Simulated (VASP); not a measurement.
**Si: single point with LDA**

Crystal: Si.

```
Si
1.0
     2.66558    0.00000    0.00000
    -1.33279    2.30846    0.00000
     0.00000    0.00000    4.39361
Si
2
Direct
  0.33333 0.66667 0.25000
  0.66667 0.33333 0.75000
```

This cell differs from its parent crystal: strain +0.000 along x and y, -0.025 along z.

```json
{
 "Program": "VASP 6.6.1",
 "Task": "single point",
 "Functional": "LDA",
 "Potentials or basis": "VASP PAW LDA potentials, release 64 (Si)",
 "Cutoff": "520 eV",
 "k mesh": "24 × 24 × 10",
 "Occupations": "gaussian, width 0.15 eV",
 "Spin": "no spin polarisation",
 "Dipole correction": "no",
 "Further INCAR settings": "ALGO = Normal; EDIFF = 1e-06; NBANDS = 11"
}
```

* Pressure: 2.1 GPa
* Band gap on the k mesh: zero (bands 4 and 5 overlap by 12.58 eV)

Stress tensor (GPa, compression positive):
```
1.19 0.00 0.00
0.00 1.19 0.00
0.00 0.00 4.07
```

Levels at points of the mesh, in eV from the Fermi level:
| k point | band 1 | band 2 | band 3 | band 4 | band 5 | band 6 | band 7 | band 8 |
| --- | --- | --- | --- | --- | --- | --- | --- | --- |
| (0.00, 0.00, 0.00) | -15.03 | -7.93 | -7.38 | 8.71 | 8.71 | 10.07 | 10.07 | 11.60 |
| (0.50, 0.00, 0.00) | -8.64 | -8.04 | -1.72 | -1.63 | -1.17 | -0.13 | 3.49 | 5.73 |
| (0.00, 0.00, 0.50) | -13.17 | -13.17 | 1.16 | 1.16 | 10.16 | 10.16 | 10.16 | 10.16 |
| (0.50, 0.00, 0.50) | -6.85 | -6.85 | -6.21 | -6.21 | 5.10 | 5.10 | 6.21 | 6.21 |

It took 24 s on 1 thread of Intel(R) Xeon(R) 6975P-C (Granite Rapids), with other jobs on the host, peak memory 0.19 GiB.

Caveat: the cell differs from its parent crystal (strain +0.000 along x and y, -0.025 along z).
